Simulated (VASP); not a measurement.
Here is a VASP 6.6.1 calculation.

INCAR

```
ALGO = Normal ; EDIFF = 1E-6
EDIFFG = -0.008 ; ENCUT = 600
GGA = PE ; IBRION = 2
ISIF = 3 ; ISMEAR = 0
LASPH = True ; LCHARG = False
LREAL = False ; LWAVE = False
NELM = 60 ; NSW = 70
PREC = Accurate ; PSTRESS = 600.0
SIGMA = 0.1
```

File KPOINTS:

```
k-points
0
Gamma
  16 16 16
```

Contents of POSCAR:

```
HfN
1.0
    0.0000000000      2.1516924711      2.1516924711
    2.1516924711      0.0000000000      2.1516924711
    2.1516924711      2.1516924711      0.0000000000
Hf N
1 1
Direct
    0.0000000000      0.0000000000      0.0000000000
    0.5000000000      0.5000000000      0.5000000000
```

Potentials or basis: VASP PAW PBE potentials, release 64 (Hf_pv, N).

Run with:

```sh
$ cat potpaw_PBE.64/Hf_pv/POTCAR potpaw_PBE.64/N/POTCAR > POTCAR
$ mpirun -np 1 vasp_std > vasp.out
```

Question: What does it give for the relaxed volume?

Answer: 9.95 Å³/atom.

Question: Estimate the band gap on the k mesh.

Answer: Zero (an odd number of electrons rules out a gap without spin polarisation).

Question: What does it give for the space group after relaxing (to 0.1 Å)?

Answer: Fm-3m (No. 225).

The path:
| step | energy change (eV) | largest force (eV/Å) | pressure (GPa) | volume (Å³) |
| --- | --- | --- | --- | --- |
| 1 | 0.0000 | 0.0000 | 59.47 | 19.92 |
| 2 | 0.0359 | 0.0000 | 61.91 | 19.83 |
| 3 | 0.0079 | 0.0000 | 60.01 | 19.90 |

Caveat: the cell is relaxed towards a set pressure, so the run minimises the enthalpy, not the energy; spin-orbit coupling is left out, which moves the levels of the heavy elements.
